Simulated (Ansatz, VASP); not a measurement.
## Al3Ir2: VASP beside Ansatz

```
Al Ir
1.0
     0.00000    4.04717    5.71912
     2.19182    0.00000    5.71912
     2.19182    4.04717    0.00000
Al Ir
3 2
Direct
  0.31822 0.31822 0.68178
  0.68178 0.68178 0.31822
  0.00000 0.00000 0.00000
  0.32935 0.67065 0.32935
  0.67065 0.32935 0.67065
```

Alike in both runs: task relaxation of cell and atoms; functional PBE; k mesh 6 × 6 × 6; occupations gaussian, width 0.1 eV; no spin polarisation.

```csv
,VASP,Ansatz
version,VASP 6.6.1,Ansatz 0.2.0
potentials or method,"VASP PAW PBE potentials, release 64 (Al, Ir), cutoff 600 eV","scalar-relativistic, plane waves, PAW"
valence electrons in the cell,27,43
```

```csv
,VASP,Ansatz,Ansatz less VASP
"gap on the k mesh at the Fermi level, each at its own relaxed structure (eV)",none,none,-
relaxed volume (Å³/atom),20.34,20.32,-0.019
relaxed length of the cell vector where the two differ most in proportion (Å),6.139,6.135,-0.0030
```

A gap of «none» marks a metal or a gap that the smearing closes. VASP's potentials hold 27 valence electrons a cell and Ansatz's 43, so a difference there can come from the potentials and not from the codes.

Spin-orbit coupling is off throughout.
